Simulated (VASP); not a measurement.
A run of VASP 6.6.1:

File INCAR:

```
SYSTEM = NiO
  AGGAC = 0.0
  ALDAC = 0.0
  ALGO = Normal
  EDIFF = 1E-6
  ENCUT = 520
  GGA = PE
  ISIF = 2
  ISMEAR = -1
  ISPIN = 2
  LASPH = .TRUE.
  LCHARG = .FALSE.
  LMAXMIX = 4
  LORBIT = 11
  LREAL = .FALSE.
  LWAVE = .FALSE.
  MAGMOM = 1 0
  NBANDS = 19
  NELM = 150
  PREC = Accurate
  SIGMA = 0.05
```

File KPOINTS:

```
k-points
0
G
  11 11 11
  0 0 0
```

Contents of POSCAR:

```
NiO
1.0
    0.0000000000      2.0859016414      2.0859016414
    2.0859016414      0.0000000000      2.0859016414
    2.0859016414      2.0859016414      0.0000000000
Ni O
1 1
Direct
    0.0000000000      0.0000000000      0.0000000000
    0.5000000000      0.5000000000      0.5000000000
```

Potentials or basis: VASP PAW PBE potentials, release 64 (Ni, O).

Command:

```sh
$ cat potpaw_PBE.64/Ni/POTCAR potpaw_PBE.64/O/POTCAR > POTCAR
$ mpirun -np 1 vasp_std > vasp.out
```

Hardware: 1 thread of Intel Xeon 8259CL (shared host).

**Question.** How long does it take, and how much memory?

**Answer.** It took 59 s on 1 thread of Intel Xeon 8259CL (shared host), peak memory 0.17 GiB. Counts: scf iterations 16, k points 56.
